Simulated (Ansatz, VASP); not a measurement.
Ge2Sb2Te5 in VASP and in Ansatz

INCAR

```
PREC = Accurate
ENCUT = 520
EDIFF = 1E-7
ISMEAR = 0
SIGMA = 0.03
LREAL = F
LASPH = T
NELM = 80
ALGO = Normal
ISIF = 2
LWAVE = F
LCHARG = F
GGA = PE
NBANDS = 44
```

KPOINTS

```
Automatic mesh
0
Gamma
  12 12 2
```

POSCAR

```
Ge2Sb2Te5
1.0
    4.4065088708      0.0000000000      0.0000000000
   -2.2032544354      3.8161486241      0.0000000000
    0.0000000000      0.0000000000     15.5809747164
Ge Sb Te
2 2 5
Direct
    0.0000000000      0.0000000000      0.3314713560
    0.0000000000      0.0000000000      0.6685286440
    0.3333333333      0.6666666667      0.1121550832
    0.6666666667      0.3333333333      0.8878449168
    0.0000000000      0.0000000000      0.0000000000
    0.3333333333      0.6666666667      0.7913602895
    0.6666666667      0.3333333333      0.2086397105
    0.3333333333      0.6666666667      0.4097504733
    0.6666666667      0.3333333333      0.5902495267
```

Input for Ansatz:

```yaml
crystal:
  lattice:
    - [4.4065088708, 0.0, 0.0]
    - [-2.2032544354, 3.8161486241, 0.0]
    - [0.0, 0.0, 15.5809747164]
  atoms:
    - { symbol: Ge, position: [0.0, 0.0, 0.331471356] }
    - { symbol: Ge, position: [0.0, 0.0, 0.668528644] }
    - { symbol: Sb, position: [0.3333333333, 0.6666666667, 0.1121550832] }
    - { symbol: Sb, position: [0.6666666667, 0.3333333333, 0.8878449168] }
    - { symbol: Te, position: [0.0, 0.0, 0.0] }
    - { symbol: Te, position: [0.3333333333, 0.6666666667, 0.7913602895] }
    - { symbol: Te, position: [0.6666666667, 0.3333333333, 0.2086397105] }
    - { symbol: Te, position: [0.3333333333, 0.6666666667, 0.4097504733] }
    - { symbol: Te, position: [0.6666666667, 0.3333333333, 0.5902495267] }
basis:
  ecutwfc: 420
kpoints:
  mp_grid: { grid: [12, 12, 2] }
hamiltonian:
  xc: pbe
  pseudopotentials: { kind: paw, azcp: { folder: soft_1 } }
scf:
  occupations: { method: gaussian, width: 0.03 }
output:
  forces: true
  stress: true
  eigenvalues: true
```

Alike in both runs: task single point; functional PBE; k mesh 12 × 12 × 2; occupations gaussian, width 0.03 eV; no spin polarisation.

|  | VASP | Ansatz |
| --- | --- | --- |
| version | VASP 6.6.1 | Ansatz 0.2.0 |
| potentials or method | VASP PAW PBE potentials, release 64 (Ge_d, Sb, Te), cutoff 520 eV | scalar-relativistic, plane waves, PAW |
| valence electrons in the cell | 68 | 138 |

```tsv
	VASP	Ansatz	Ansatz less VASP
gap on the k mesh at the Fermi level (eV)	none	none	-
pressure (GPa)	3.8	3.8	0.00
traceless stress, the component that is largest in VASP (GPa)	2.78	2.82	+0.044
rms of the force components (eV/Å)	0.283	0.278	-0.0050
```

Atom by atom the forces differ by 0.006 eV/Å (rms over components). A gap of «none» marks a metal or a gap that the smearing closes. The functional is the same, so the differences come from potentials, cutoffs and numerics. VASP's potentials hold 68 valence electrons a cell and Ansatz's 138, so a difference there can come from the potentials and not from the codes.

Spin-orbit coupling is off throughout.
